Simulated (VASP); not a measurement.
# SiO2 (I-42d) in VASP: notebook, part 2 of 2

VASP 6.6.1. Earlier steps stand in the parts before.

## Step 3: Single point, r2SCAN

This run uses another cell than the first one, of 14.91 Å³/atom, 0.961 times its volume.

File POSCAR:

```
SiO2
1.0
   -2.4731478958      2.4731478958      3.6568456644
    2.4731478958     -2.4731478958      3.6568456644
    2.4731478958      2.4731478958     -3.6568456644
Si O
2 4
Direct
    0.0000000000      0.0000000000      0.0000000000
    0.7500000000      0.2500000000      0.5000000000
    0.3750000000      0.2231326432      0.3481326432
    0.9731326432      0.6250000000      0.8481326432
    0.7768673568      0.1250000000      0.1518673568
    0.8750000000      0.0268673568      0.6518673568
```

File INCAR.step1:

```
SYSTEM = SiO2
PREC = Accurate ; ENCUT = 520
ISMEAR = 0 ; SIGMA = 0.01
LREAL = .FALSE. ; LASPH = .TRUE.
NELM = 100 ; NBANDS = 25
GGA = PE ; ALGO = Normal
EDIFF = 1E-4 ; LWAVE = .TRUE.
LCHARG = .FALSE.
```

File INCAR.step2:

```
SYSTEM = SiO2
PREC = Accurate ; ENCUT = 520
EDIFF = 1E-6 ; ISMEAR = 0
SIGMA = 0.01 ; LREAL = .FALSE.
LASPH = .TRUE. ; NELM = 100
ALGO = Normal ; ISIF = 2
LWAVE = .FALSE. ; LCHARG = .FALSE.
METAGGA = R2SCAN ; LMIXTAU = .TRUE.
NBANDS = 25 ; ISTART = 1
```

File KPOINTS:

```
regular mesh
0
G
  8 8 8
  0 0 0
```

Potentials or basis: VASP PAW PBE potentials, release 64 (Si, O).

Command:

```
> cat potpaw_PBE.64/Si/POTCAR potpaw_PBE.64/O/POTCAR > POTCAR
> cp INCAR.step1 INCAR
> mpirun -np 1 vasp_std > vasp.out
> cp INCAR.step2 INCAR
> mpirun -np 1 vasp_std > vasp.out
```

OUTCAR:

```text
SYSTEM = SiO2
   PREC = Accurate
   ENCUT = 520
   EDIFF = 1E-6
   ISMEAR = 0
   LREAL = .FALSE.
   LASPH = .TRUE.
   NELM = 100
   ISIF = 2
   METAGGA = R2SCAN
   ISTART = 1

 ion  position               nearest neighbor table
   1  0.000  0.000  0.000-   3 1.61   4 1.61   5 1.61   6 1.61   2 3.08   2 3.08   2 3.08   2 3.08

   2  0.750  0.250  0.500-   3 1.61   4 1.61   5 1.61   6 1.61   1 3.08   1 3.08   1 3.08   1 3.08

   3  0.375  0.223  0.348-   1 1.61   2 1.61
   4  0.973  0.625  0.848-   1 1.61   2 1.61
   5  0.777  0.125  0.152-   1 1.61   2 1.61
   6  0.875  0.027  0.652-   1 1.61   2 1.61

  LATTYP: Found a body centered tetragonal cell.
 ALAT       =     4.9462957916
 C/A-ratio  =     1.4786198879

  Lattice vectors:

 A1 = (  -2.4731478958,   2.4731478958,   3.6568456644)
 A2 = (   2.4731478958,  -2.4731478958,   3.6568456644)
 A3 = (   2.4731478958,   2.4731478958,  -3.6568456644)

Analysis of symmetry for initial positions (statically):
=====================================================================
 Subroutine PRICEL returns:
 Original cell was already a primitive cell.

 Routine SETGRP: Setting up the symmetry group for a
 body centered tetragonal supercell.

 Subroutine GETGRP returns: Found  8 space group operations
 (whereof  4 operations were pure point group operations)
 out of a pool of 16 trial point group operations.

The static configuration has the point symmetry S_4 .
 The point group associated with its full space group is D_2d.

Analysis of symmetry for dynamics (positions and initial velocities):
=====================================================================
 Subroutine PRICEL returns:
 Original cell was already a primitive cell.

 Routine SETGRP: Setting up the symmetry group for a
 body centered tetragonal supercell.

 Subroutine GETGRP returns: Found  8 space group operations
 (whereof  4 operations were pure point group operations)
 out of a pool of 16 trial point group operations.

The dynamic configuration has the point symmetry S_4 .
 The point group associated with its full space group is D_2d.

 Subroutine INISYM returns: Found  8 space group operations
 (whereof  4 operations are pure point group operations),
 and found     1 'primitive' translations

----------------------------------------------------------------------------------------

                                     Primitive cell

  volume of cell :      89.4678

  direct lattice vectors                    reciprocal lattice vectors
    -2.473147896  2.473147896  3.656845664     0.000000000  0.202171492  0.136729861
     2.473147896 -2.473147896  3.656845664     0.202171492  0.000000000  0.136729861
     2.473147896  2.473147896 -3.656845664     0.202171492  0.202171492  0.000000000

  length of vectors
     5.060181938  5.060181938  5.060181938     0.244066317  0.244066317  0.285913666

  position of ions in fractional coordinates (direct lattice)
     0.000000000  0.000000000  0.000000000
     0.750000000  0.250000000  0.500000000
     0.375000000  0.223132643  0.348132643
     0.973132643  0.625000000  0.848132643
     0.776867357  0.125000000  0.151867357
     0.875000000  0.026867357  0.651867357

  ion indices of the primitive-cell ions
[... 28 lines left out ...]

 Subroutine IBZKPT returns following result:
 ===========================================

 Found     59 irreducible k-points:

 Following reciprocal coordinates:
            Coordinates               Weight
  0.000000  0.000000  0.000000      1.000000
  0.125000 -0.000000  0.000000      8.000000
  0.250000 -0.000000  0.000000      8.000000
  0.375000  0.000000  0.000000      8.000000
  0.500000 -0.000000  0.000000      4.000000
  0.125000  0.125000  0.000000      8.000000
[... 16 lines left out ...]
  0.250000  0.125000  0.125000     16.000000
  0.375000  0.125000  0.125000      8.000000
 [... further k-points ...]
   k-points           NKPTS =     59   k-points in BZ     NKDIM =     59   number of bands    NBANDS=     25
   number of dos      NEDOS =    301   number of ions     NIONS =      6
   total plane-waves  NPLWV =  64000
   dimension x,y,z NGX =    40 NGY =   40 NGZ =   40
   dimension x,y,z NGXF=    80 NGYF=   80 NGZF=   80
   ions per type =               2   4
   NGX,Y,Z   is equivalent  to a cutoff of  13.14, 13.14, 13.14 a.u.
   NGXF,Y,Z  is equivalent  to a cutoff of  26.28, 26.28, 26.28 a.u.
 SYSTEM =  SiO2
   PREC   = accura    normal or accurate (medium, high low for compatibility)
   ISTART =      1    job   : 0-new  1-cont  2-samecut
   ICHARG =      0    charge: 1-file 2-atom 10-const
   ISPIN  =      1    spin polarized calculation?
   LNONCOLLINEAR =      F non collinear calculations
   LSORBIT =      F    spin-orbit coupling
   LASPH  =      T    aspherical Exc in radial PAW
   ENCUT  =  520.0 eV  38.22 Ry    6.18 a.u.   9.41  9.41  9.41*2*pi/ulx,y,z
   NELM   =    100;   NELMIN=  2; NELMDL=  0     # of ELM steps
   EDIFF  = 0.1E-05   stopping-criterion for ELM
   LREAL  =      F    real-space projection
   EDIFFG = 0.1E-04   stopping-criterion for IOM
   NSW    =      0    number of steps for IOM
   IBRION =     -1    ionic relax: 0-MD 1-quasi-New 2-CG
   NFREE  =      0    steps in history (QN), initial steepest desc. (CG)
   ISIF   =      2    stress and relaxation
   ISYM   =      2    0-nonsym 1-usesym 2-fastsym
   POTIM  = 0.5000    time-step for ionic-motion
   TEBEG  =    0.0;   TEEND  =   0.0 temperature during run
   PSTRESS=    0.0 pullay stress
   NELECT =      32.0000    total number of electrons
   NUPDOWN=      -1.0000    fix difference up-down
   EMIN   =  10.00;   EMAX   =-10.00  energy-range for DOS
   EFERMI =   0.00;   METHOD = LEGACY
   ISMEAR =     0;   SIGMA  =   0.01  broadening in eV -4-tet -1-fermi 0-gaus
   EFERMI_NEDOS =   21; number of points for ismear=-14 and -15
   IALGO  =     38    algorithm
   IMIX   =      4    mixing-type and parameters
     AMIX     =   0.40;   BMIX     =  1.00
     AMIX_MAG =   1.60;   BMIX_MAG =  1.00
  volume/ion in A,a.u.               =      14.91       100.63
  Fermi-wavevector in a.u.,A,eV,Ry     =   1.162080  2.196012 18.373703  1.350429
  Thomas-Fermi vector in A             =   2.298645
   LORBIT       =      0    0 simple, 1 ext, 2 COOP (PROOUT), +10 PAW based schemes
   METAGGA = R2SCAN    functional components
   LHFCALC =     F    Hartree Fock is set to
   AEXX    =    0.0000 exact exchange contribution
   IVDW    =     0    specifies the selected vdW correction
   LEPSILON=     F    determine dielectric tensor
   LRPA    =     F    only Hartree local field effects (RPA)
 non-spin polarized calculation
 Gauss-broadening in eV      SIGMA  =   0.01
  energy-cutoff  :      520.00
  volume of cell :       89.47
 maximum number of plane-waves:      2429
 NGX is ok and might be reduce to    40
   NGX = 19   NGY = 19   NGZ = 19

 number of electron      32.0000004 magnetization

 Free energy of the ion-electron system (eV)
  ---------------------------------------------------
  ext. energy  EPLUGINS =         0.00000000
  ---------------------------------------------------
  free energy    TOTEN  =       -59.58836150 eV

  energy without entropy =      -59.58836150  energy(sigma->0) =      -59.58836150

 E-fermi :  -0.7375     XC(G=0):  -8.6117

 val. band max:       -0.8626162934   @ k =   0.0000   0.0000   0.0000
 cond. band min:       5.6919279900   @ k =   0.0000   0.0000   0.0000
 fundamental gap:      6.5545442834
 Fermi energy:        -0.7374971726

 k-point     1 :       0.0000    0.0000    0.0000
  band No.  band energies     occupation
      1     -21.0625      2.00000
      2     -19.0147      2.00000
      3     -19.0146      2.00000
      4     -18.9569      2.00000
      5     -10.1561      2.00000
      6      -6.4667      2.00000
[... 661 lines left out ...]
     24      13.3238      0.00000
     25      13.7482      0.00000

 [... further k-points ...]
[... 5 lines left out ...]
  --------------------------------------------------------------------------------------
  -------------------------------------------------------------------------------------
  Total        0.0882108      0.0882108      0.1102965      0.0000000      0.0000000      0.0000000
  in kB        1.5796667      1.5796667      1.9751751      0.0000000      0.0000000      0.0000000
  external PRESSURE =       1.7115029 kB  Pullay stress =       0.0000000 kB

 VOLUME and BASIS-vectors are now :
 -----------------------------------------------------------------------------
  energy-cutoff  :      520.00
  volume of cell :       89.47
      direct lattice vectors                 reciprocal lattice vectors
    -2.473147896  2.473147896  3.656845664     0.000000000  0.202171492  0.136729861
     2.473147896 -2.473147896  3.656845664     0.202171492  0.000000000  0.136729861
     2.473147896  2.473147896 -3.656845664     0.202171492  0.202171492  0.000000000

 POSITION                                       TOTAL-FORCE (eV/Angst)
 -----------------------------------------------------------------------------------
      0.00000      0.00000      0.00000        -0.000000     -0.000000      0.000000
      0.00000      2.47315      1.82842        -0.000000     -0.000000     -0.000000
      0.48539      1.23657      0.91421         0.001176      0.000000      0.000000
      1.23657      2.95854      2.74263         0.000000      0.001176      0.000000
     -1.23657      1.98775      2.74263         0.000000     -0.001176     -0.000000
     -0.48539      3.70972      0.91421        -0.001176      0.000000     -0.000000
 -----------------------------------------------------------------------------------
    total drift:                                0.000012      0.000012     -0.000001

  FREE ENERGIE OF THE ION-ELECTRON SYSTEM (eV)
  ---------------------------------------------------
  free  energy   TOTEN  =       -59.5883615017 eV

  energy  without entropy=      -59.5883615017  energy(sigma->0) =      -59.58836150
```

Run time: 4 min. Hardware: 1 thread of Intel Xeon Platinum 8559C (Emerald Rapids), shared host; peak memory 0.31 GiB.

Results:

* Free energy: -59.5884 eV
* Pressure: 0.2 GPa
* Band gap on the k mesh: 6.55 eV, direct

Caveat: the PAW data sets were made with another functional, which shifts forces and pressure a little. r2SCAN opens gaps a little over a GGA but as a rule still falls short of measured ones.

## Step 4: Relaxation of cell and atoms, r2SCAN

File POSCAR:

```
SiO2
1.0
   -2.5131481446      2.5131481446      3.6858651064
    2.5131481446     -2.5131481446      3.6858651064
    2.5131481446      2.5131481446     -3.6858651064
Si O
2 4
Direct
    0.0000000000      0.0000000000      0.0000000000
    0.7500000000      0.2500000000      0.5000000000
    0.3750000000      0.2174794837      0.3424794837
    0.9674794837      0.6250000000      0.8424794837
    0.7825205163      0.1250000000      0.1575205163
    0.8750000000      0.0325205163      0.6575205163
```

File INCAR.step1:

```
SYSTEM = SiO2
ALGO = Normal
EDIFF = 1E-4
ENCUT = 600
GGA = PE
ISMEAR = -1
LASPH = .TRUE.
LCHARG = .FALSE.
LREAL = .FALSE.
LWAVE = .TRUE.
NELM = 80
PREC = Accurate
SIGMA = 0.02
```

File INCAR.step2:

```
SYSTEM = SiO2
ALGO = Normal
EDIFF = 1E-6
EDIFFG = -0.005
ENCUT = 600
IBRION = 2
ISIF = 3
ISMEAR = -1
ISTART = 1
LASPH = .TRUE.
LCHARG = .FALSE.
LMIXTAU = .TRUE.
LREAL = .FALSE.
LWAVE = .FALSE.
METAGGA = R2SCAN
NELM = 80
NSW = 80
PREC = Accurate
SIGMA = 0.02
```

File KPOINTS:

```
k-points
0
G
  6 6 6
  0 0 0
```

Command:

```
> cat potpaw_PBE.64/Si/POTCAR potpaw_PBE.64/O/POTCAR > POTCAR
> cp INCAR.step1 INCAR
> mpirun -np 1 vasp_std > vasp.out
> cp INCAR.step2 INCAR
> mpirun -np 1 vasp_std > vasp.out
```

Wall time 31 min (1 thread of AMD EPYC 9R45 (Zen 5), shared host); peak memory 0.28 GiB.

It converged, with:

* Free energy: -59.6156 eV
* Relaxed volume: 14.88 Å³/atom
* Relaxed cell: a = 5.058 Å, b = 5.058 Å, c = 5.058 Å, α = 121.53°, β = 121.53°, γ = 87.37°
* Space group after relaxing (to 0.05 Å): I-42d (No. 122)
* Energy gained by relaxing: 6.0 meV/atom
* Ionic steps: 14
* Pressure after relaxing: 0.0 GPa
* Band gap on the k mesh: 6.56 eV, direct

The path:
| step | energy change (eV) | largest force (eV/Å) | pressure (GPa) | volume (Å³) |
| --- | --- | --- | --- | --- |
| 1 | 0.0000 | 0.2651 | -4.32 | 93.12 |
| 2 | 0.0438 | 0.4827 | 7.18 | 87.59 |
| 3 | -0.0340 | 0.0203 | -0.09 | 90.87 |
| 4 | -0.0340 | 0.0260 | 0.00 | 90.82 |
| 5 | -0.0341 | 0.0262 | 0.00 | 90.78 |
| 6 | -0.0345 | 0.0243 | 0.00 | 90.65 |
| 7 | -0.0351 | 0.0217 | 0.00 | 90.40 |
| 8 | -0.0357 | 0.0142 | -0.01 | 89.89 |
| 9 | -0.0351 | 0.0050 | -0.08 | 88.88 |
| 10 | -0.0358 | 0.0103 | -0.01 | 89.62 |
| 11 | -0.0361 | 0.0007 | -0.07 | 89.45 |
| 12 | -0.0361 | 0.0070 | -0.10 | 89.36 |
| 13 | -0.0354 | 0.0386 | 0.63 | 88.91 |
| 14 | -0.0361 | 0.0005 | -0.01 | 89.30 |

Final structure:
```
CELL_PARAMETERS angstrom
-2.47049 2.47049 3.65801
2.47049 -2.47049 3.65801
2.47049 2.47049 -3.65801
ATOMIC_POSITIONS crystal
Si 0.00000 0.00000 0.00000
Si 0.75000 0.25000 0.50000
O 0.37500 0.22371 0.34871
O 0.97371 0.62500 0.84871
O 0.77629 0.12500 0.15129
O 0.87500 0.02629 0.65129
```

Levels at points of the mesh, in eV from the valence-band top:
```csv
k point,band 13,band 14,band 15,band 16,band 17,band 18,band 19,band 20
"(0.00, 0.00, 0.00)",-1.57,-0.71,0.00,0.00,6.56,9.70,11.76,11.76
"(0.50, 0.00, 0.00)",-1.50,-0.79,-0.49,-0.15,9.08,9.61,10.52,11.19
"(0.50, 0.50, 0.00)",-0.99,-0.99,-0.34,-0.34,9.88,9.88,11.23,11.23
"(0.50, 0.50, 0.50)",-1.50,-1.50,-0.31,-0.31,9.64,9.64,11.11,11.11
```

Caveat: the PAW data sets were made with another functional, which shifts forces and pressure a little.

## Step 5: Summary

| task | level | cell | k mesh | cutoff (eV) | smearing | gap on the mesh (eV) | pressure (GPa) | relaxed volume (Å³/atom) |
| --- | --- | --- | --- | --- | --- | --- | --- | --- |
| relaxation of cell and atoms | PBEsol | relaxed from a = 5.120 Å, angles 121.2, 121.2, 87.9°, 6 atoms | 6 × 6 × 6 | 600 | fermi-dirac 0.02 eV | 5.81 | 0.0 | 15.20 |
| single point | r2SCAN | a = 5.060 Å, angles 121.5, 121.5, 87.4°, 6 atoms | 8 × 8 × 8 | 520 | gaussian 0.01 eV | 6.55 | 0.2 | - |
| relaxation of cell and atoms | r2SCAN | relaxed from a = 5.120 Å, angles 121.2, 121.2, 87.9°, 6 atoms | 6 × 6 × 6 | 600 | fermi-dirac 0.02 eV | 6.56 | 0.0 | 14.88 |

Alike in all rows: potentials or basis VASP PAW PBE potentials, release 64 (Si, O); no spin polarisation.

Caveats: the PAW data sets were made with another functional, which shifts forces and pressure a little.

Absolute energies hang on the potentials; compare differences alone.
